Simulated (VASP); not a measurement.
# Sr (P-1) in VASP: further runs

The runs below take Sr through single point, with PBEsol.

All numbers are computed with VASP 6.6.1; they aren't measurements. Logs are shortened: lines on timing, memory, paths and dates and some standing lists are left out, and cuts for length are marked.

### Step 1. The cell of the first run

The typed cell holds 2 atoms: a = 4.195 Å, b = 4.195 Å, c = 6.879 Å, α = 90.00°, β = 90.00°, γ = 120.00°.

### Step 2. Single point, PBEsol (atoms displaced along a vibrational mode)

Contents of INCAR:

```
SYSTEM = Sr
  ALGO = Fast
  EDIFF = 1E-7
  ENCUT = 520
  GGA = PS
  ISIF = 2
  ISMEAR = 0
  LASPH = .True.
  LCHARG = .False.
  LREAL = .False.
  LWAVE = .False.
  NBANDS = 17
  NELM = 60
  PREC = Accurate
  SIGMA = 0.15
```

Contents of KPOINTS:

```
k-points
0
Gamma
  12 12 8
  0 0 0
```

Contents of POSCAR:

```
Sr
1.0
    4.1945366888      0.0000000000      0.0000000000
   -2.0972683444      3.6325753296      0.0000000000
    0.0000000000      0.0000000000      6.8785266073
Sr
2
Direct
    0.1664495862      0.6666666667      0.2391982681
    0.8335504138      0.3333333333      0.7608017319
```

Potentials or basis: VASP PAW PBE potentials, release 64 (Sr_sv).

The run is started by

```
$ cat potpaw_PBE.64/Sr_sv/POTCAR > POTCAR
$ mpirun -np 1 vasp_std > vasp.out
```

OUTCAR:

```text
SYSTEM = Sr
   EDIFF = 1E-7
   ENCUT = 520
   GGA = PS
   ISIF = 2
   ISMEAR = 0
   LASPH = .True.
   LREAL = .False.
   NELM = 60
   PREC = Accurate

 ion  position               nearest neighbor table
   1  0.166  0.667  0.239-   2 3.58   2 3.85   2 4.32   2 4.55   2 4.95   2 4.95
   2  0.834  0.333  0.761-   1 3.58   1 3.85   1 4.32   1 4.55   1 4.95   1 4.95

  LATTYP: Found a hexagonal cell.
 ALAT       =     4.1945366888
 C/A-ratio  =     1.6398775640

  Lattice vectors:

 A1 = (   4.1945366888,   0.0000000000,   0.0000000000)
 A2 = (  -2.0972683444,   3.6325753296,   0.0000000000)
 A3 = (   0.0000000000,   0.0000000000,   6.8785266073)

Analysis of symmetry for initial positions (statically):
=====================================================================
 Subroutine PRICEL returns:
 Original cell was already a primitive cell.

 Routine SETGRP: Setting up the symmetry group for a
 hexagonal supercell.

 Subroutine GETGRP returns: Found  2 space group operations
 (whereof  2 operations were pure point group operations)
 out of a pool of 24 trial point group operations.

The static configuration has the point symmetry S_2 .

Analysis of symmetry for dynamics (positions and initial velocities):
=====================================================================
 Subroutine PRICEL returns:
 Original cell was already a primitive cell.

 Routine SETGRP: Setting up the symmetry group for a
 hexagonal supercell.

 Subroutine GETGRP returns: Found  2 space group operations
 (whereof  2 operations were pure point group operations)
 out of a pool of 24 trial point group operations.

The dynamic configuration has the point symmetry S_2 .

 Subroutine INISYM returns: Found  2 space group operations
 (whereof  2 operations are pure point group operations),
 and found     1 'primitive' translations

----------------------------------------------------------------------------------------

                                     Primitive cell

  volume of cell :     104.8079

  direct lattice vectors                    reciprocal lattice vectors
     4.194536689  0.000000000  0.000000000     0.238405353  0.137643395  0.000000000
    -2.097268344  3.632575330  0.000000000     0.000000000  0.275286789  0.000000000
     0.000000000  0.000000000  6.878526607     0.000000000  0.000000000  0.145379971

  length of vectors
     4.194536689  4.194536689  6.878526607     0.275286789  0.275286789  0.145379971

  position of ions in fractional coordinates (direct lattice)
     0.166449586  0.666666667  0.239198268
     0.833550414  0.333333333  0.760801732

  ion indices of the primitive-cell ions
   primitive index   ion index
                 1           1
                 2           2

----------------------------------------------------------------------------------------

 KPOINTS: k-points

Automatic generation of k-mesh.
 Grid dimensions read from file:
 generate k-points for:   12   12    8

 Generating k-lattice:

  Cartesian coordinates                     Fractional coordinates (reciprocal lattice)
     0.019867113  0.011470283  0.000000000     0.083333333  0.000000000  0.000000000
     0.000000000  0.022940566  0.000000000     0.000000000  0.083333333  0.000000000
     0.000000000  0.000000000  0.018172496     0.000000000  0.000000000  0.125000000

  Length of vectors
     0.022940566  0.022940566  0.018172496

  Shift w.r.t. Gamma in fractional coordinates (k-lattice)
     0.000000000  0.000000000  0.000000000

 Subroutine IBZKPT returns following result:
 ===========================================

 Found    580 irreducible k-points:

 Following reciprocal coordinates:
            Coordinates               Weight
  0.000000  0.000000  0.000000      1.000000
  0.083333  0.000000  0.000000      2.000000
  0.000000  0.083333  0.000000      2.000000
 -0.083333  0.083333  0.000000      2.000000
  0.166667  0.000000  0.000000      2.000000
  0.000000  0.166667  0.000000      2.000000
[... 16 lines left out ...]
  0.166667  0.083333  0.000000      2.000000
 -0.083333  0.250000  0.000000      2.000000
 [... further k-points ...]
   k-points           NKPTS =    580   k-points in BZ     NKDIM =    580   number of bands    NBANDS=     17
   number of dos      NEDOS =    301   number of ions     NIONS =      2
   total plane-waves  NPLWV =  55296
   dimension x,y,z NGX =    32 NGY =   32 NGZ =   54
   dimension x,y,z NGXF=    64 NGYF=   64 NGZF=  108
   ions per type =               2
   NGX,Y,Z   is equivalent  to a cutoff of  12.68, 12.68, 13.05 a.u.
   NGXF,Y,Z  is equivalent  to a cutoff of  25.37, 25.37, 26.10 a.u.
 SYSTEM =  Sr
   PREC   = accura    normal or accurate (medium, high low for compatibility)
   ISTART =      0    job   : 0-new  1-cont  2-samecut
   ICHARG =      2    charge: 1-file 2-atom 10-const
   ISPIN  =      1    spin polarized calculation?
   LNONCOLLINEAR =      F non collinear calculations
   LSORBIT =      F    spin-orbit coupling
   LASPH  =      T    aspherical Exc in radial PAW
   ENCUT  =  520.0 eV  38.22 Ry    6.18 a.u.   7.80  7.80 12.79*2*pi/ulx,y,z
   NELM   =     60;   NELMIN=  2; NELMDL= -5     # of ELM steps
   EDIFF  = 0.1E-06   stopping-criterion for ELM
   LREAL  =      F    real-space projection
   EDIFFG = 0.1E-05   stopping-criterion for IOM
   NSW    =      0    number of steps for IOM
   IBRION =     -1    ionic relax: 0-MD 1-quasi-New 2-CG
   NFREE  =      0    steps in history (QN), initial steepest desc. (CG)
   ISIF   =      2    stress and relaxation
   ISYM   =      2    0-nonsym 1-usesym 2-fastsym
   POTIM  = 0.5000    time-step for ionic-motion
   TEBEG  =    0.0;   TEEND  =   0.0 temperature during run
   PSTRESS=    0.0 pullay stress
   NELECT =      20.0000    total number of electrons
   NUPDOWN=      -1.0000    fix difference up-down
   EMIN   =  10.00;   EMAX   =-10.00  energy-range for DOS
   EFERMI =   0.00;   METHOD = LEGACY
   ISMEAR =     0;   SIGMA  =   0.15  broadening in eV -4-tet -1-fermi 0-gaus
   EFERMI_NEDOS =   21; number of points for ismear=-14 and -15
   IALGO  =     68    algorithm
   IMIX   =      4    mixing-type and parameters
     AMIX     =   0.40;   BMIX     =  1.00
     AMIX_MAG =   1.60;   BMIX_MAG =  1.00
  volume/ion in A,a.u.               =      52.40       353.64
  Fermi-wavevector in a.u.,A,eV,Ry     =   0.942512  1.781089 12.086444  0.888329
  Thomas-Fermi vector in A             =   2.070128
   LORBIT       =      0    0 simple, 1 ext, 2 COOP (PROOUT), +10 PAW based schemes
   GGA     = PS    functional components
   LHFCALC =     F    Hartree Fock is set to
   AEXX    =    0.0000 exact exchange contribution
   IVDW    =     0    specifies the selected vdW correction
   LEPSILON=     F    determine dielectric tensor
   LRPA    =     F    only Hartree local field effects (RPA)
 non-spin polarized calculation
 RMM-DIIS sequential band-by-band and
 Gauss-broadening in eV      SIGMA  =   0.15
  energy-cutoff  :      520.00
  volume of cell :      104.81
 maximum number of plane-waves:      2853
   NGX = 15   NGY = 15   NGZ = 25

 number of electron      20.0000000 magnetization

 Free energy of the ion-electron system (eV)
  ---------------------------------------------------
  ext. energy  EPLUGINS =         0.00000000
  ---------------------------------------------------
  free energy    TOTEN  =        -3.43863303 eV

  energy without entropy =       -3.41054217  energy(sigma->0) =       -3.42458760

 E-fermi :   1.6097     XC(G=0):  -7.5758

 val. band max:        1.6083891195   @ k =  -0.3333   0.2500   0.0000
 cond. band min:       1.6246207567   @ k =   0.4167  -0.1667   0.0000
 fundamental gap:      0.0162316372
 Fermi energy:         1.6096708567

 k-point     1 :       0.0000    0.0000    0.0000
  band No.  band energies     occupation
      1     -34.8768      2.00000
      2     -34.8415      2.00000
      3     -17.1108      2.00000
      4     -16.8040      2.00000
      5     -16.7662      2.00000
      6     -16.7644      2.00000
[... 9 lines left out ...]
     16       4.4591      0.00000
     17       4.8481      0.00000

 k-point     2 :       0.0833    0.0000    0.0000
  band No.  band energies     occupation
      1     -34.8758      2.00000
      2     -34.8409      2.00000
      3     -17.1067      2.00000
      4     -16.8137      2.00000
      5     -16.7786      2.00000
      6     -16.7678      2.00000
[... 9 lines left out ...]
     16       4.4602      0.00000
     17       4.9237      0.00000

 k-point     3 :       0.0000    0.0833    0.0000
  band No.  band energies     occupation
      1     -34.8758      2.00000
      2     -34.8409      2.00000
      3     -17.1067      2.00000
      4     -16.8137      2.00000
      5     -16.7786      2.00000
      6     -16.7678      2.00000
[... 9 lines left out ...]
     16       4.4595      0.00000
     17       4.6701      0.00000

 k-point     4 :      -0.0833    0.0833    0.0000
  band No.  band energies     occupation
      1     -34.8760      2.00000
      2     -34.8408      2.00000
      3     -17.1082      2.00000
      4     -16.8069      2.00000
      5     -16.7778      2.00000
      6     -16.7690      2.00000
[... 9 lines left out ...]
     16       4.6110      0.00000
     17       4.9072      0.00000
[... 343 lines left out ...]
      1     -34.8743      2.00000
      2     -34.8395      2.00000
      3     -17.1019      2.00000
      4     -16.8209      2.00000
      5     -16.8007      2.00000
      6     -16.7754      2.00000
[... 9 lines left out ...]
     16       4.5299      0.00000
     17       4.7443      0.00000

 k-point    23 :       0.1667    0.0833    0.0000
  band No.  band energies     occupation
      1     -34.8705      2.00000
      2     -34.8381      2.00000
      3     -17.0838      2.00000
      4     -16.8700      2.00000
      5     -16.8421      2.00000
      6     -16.7838      2.00000
[... 9 lines left out ...]
     16       4.5765      0.00000
     17       4.7376      0.00000

 k-point    24 :      -0.0833    0.2500    0.0000
  band No.  band energies     occupation
      1     -34.8711      2.00000
      2     -34.8375      2.00000
      3     -17.0895      2.00000
      4     -16.8557      2.00000
      5     -16.8368      2.00000
      6     -16.7881      2.00000
[... 9 lines left out ...]
     16       4.7452      0.00000
     17       4.9697      0.00000

 [... further k-points ...]

------------------------ aborting loop because EDIFF is reached ----------------------------------------

  FORCE on cell =-STRESS in cart. coord.  units (eV):
  Direction    XX          YY          ZZ          XY          YZ          ZX
  --------------------------------------------------------------------------------------
  -------------------------------------------------------------------------------------
  Total       -0.7610996     -0.1717216      1.1828155      0.5085944      0.2066009      0.1189083
  in kB      -11.6347758     -2.6250732     18.0814616      7.7747805      3.1582661      1.8177276
  external PRESSURE =       1.2738709 kB  Pullay stress =       0.0000000 kB

 VOLUME and BASIS-vectors are now :
 -----------------------------------------------------------------------------
  energy-cutoff  :      520.00
  volume of cell :      104.81
      direct lattice vectors                 reciprocal lattice vectors
     4.194536689  0.000000000  0.000000000     0.238405353  0.137643395  0.000000000
    -2.097268344  3.632575330  0.000000000     0.000000000  0.275286789  0.000000000
     0.000000000  0.000000000  6.878526607     0.000000000  0.000000000  0.145379971

 POSITION                                       TOTAL-FORCE (eV/Angst)
 -----------------------------------------------------------------------------------
     -0.70000      2.42172      1.64533         0.208500      0.362168      0.312139
      2.79727      1.21086      5.23319        -0.208500     -0.362168     -0.312139
 -----------------------------------------------------------------------------------
    total drift:                                0.000000     -0.000000     -0.000000

  FREE ENERGIE OF THE ION-ELECTRON SYSTEM (eV)
  ---------------------------------------------------
  free  energy   TOTEN  =        -3.4386330347 eV

  energy  without entropy=       -3.4105421710  energy(sigma->0) =       -3.42458760
```

Run time: 9.8 min. Hardware: 1 thread of Intel Xeon 6975P-C (Granite Rapids), shared host; peak memory 0.91 GiB.

What came out:

- Free energy: -3.4386 eV
- Pressure: 0.1 GPa
- Largest force: 0.522 eV/Å
- Band gap on the k mesh: zero (bands 10 and 11 overlap by 0.52 eV)

Forces on the atoms (eV/Å):
```
Sr   0.208  0.362  0.312
Sr  -0.208 -0.362 -0.312
```

Caveat: the cell differs from its parent crystal (atoms displaced along a vibrational mode); the PAW data sets were made with another functional, which shifts forces and pressure a little.

### Step 3. Single point, PBEsol (atoms displaced along a vibrational mode)

Contents of INCAR:

```
SYSTEM = Sr
PREC = Accurate
ENCUT = 520
EDIFF = 1E-6
ISMEAR = 0
SIGMA = 0.15
LREAL = .False.
LASPH = .True.
NELM = 100
ALGO = Fast
ISIF = 2
LWAVE = .False.
LCHARG = .False.
GGA = PS
NBANDS = 17
```

Contents of KPOINTS:

```
regular mesh
0
Gamma
  12 12 8
  0 0 0
```

Contents of POSCAR:

```
Sr
1.0
    4.1945366888      0.0000000000      0.0000000000
   -2.0972683444      3.6325753296      0.0000000000
    0.0000000000      0.0000000000      6.8785266073
Sr
2
Direct
    0.1664495862      0.6666666667      0.2175802664
    0.8335504138      0.3333333333      0.7824197336
```

Potentials or basis: VASP PAW PBE potentials, release 64 (Sr_sv).

The run is started by

```
$ cat potpaw_PBE.64/Sr_sv/POTCAR > POTCAR
$ mpirun -np 1 vasp_std > vasp.out
```

It took 41 min on 1 thread of Intel Xeon 8259CL, shared host; peak memory 0.91 GiB.

The run converged. Its results:

```yaml
Free_energy: -3.2480 eV
Pressure: 0.6 GPa
Largest_force: 1.107 eV/Å
Band_gap_on_the_k_mesh: zero (bands 10 and 11 overlap by 0.45 eV)
```

Forces in eV/Å, atoms in the order of the input:
```
Sr   0.254  0.441  0.983
Sr  -0.254 -0.441 -0.983
```

Stress tensor (GPa, compression positive):
```
-1.22  1.02  0.58
 1.02 -0.04  1.00
 0.58  1.00  2.95
```

Levels at points of the mesh, in eV from the Fermi level:
```tsv
k point	band 6	band 7	band 8	band 9	band 10	band 11	band 12	band 13	band 14	band 15
(0.00, 0.00, 0.00)	-18.36	-18.30	-18.25	-3.62	-1.03	0.16	1.73	2.28	2.52	2.71
(0.50, 0.00, 0.00)	-18.41	-18.35	-18.28	-0.97	-0.51	0.20	0.91	1.00	1.47	2.72
(0.00, 0.50, 0.00)	-18.41	-18.35	-18.28	-0.96	-0.51	0.20	0.91	1.01	1.46	2.72
(0.50, 0.50, 0.00)	-18.42	-18.40	-18.25	-1.32	-0.41	0.00	0.06	1.86	2.75	2.78
(0.00, 0.00, 0.50)	-18.36	-18.31	-18.30	-2.82	-2.45	0.71	1.73	2.31	2.32	2.67
(0.50, 0.00, 0.50)	-18.41	-18.35	-18.30	-0.81	-0.79	0.31	0.53	1.10	1.27	3.16
(0.00, 0.50, 0.50)	-18.41	-18.35	-18.30	-0.81	-0.79	0.31	0.53	1.10	1.27	3.16
(0.50, 0.50, 0.50)	-18.43	-18.39	-18.30	-0.55	-0.36	-0.25	-0.04	1.26	1.77	2.88
```

Caveat: the cell differs from its parent crystal (atoms displaced along a vibrational mode); the PAW data sets were made with another functional, which shifts forces and pressure a little.
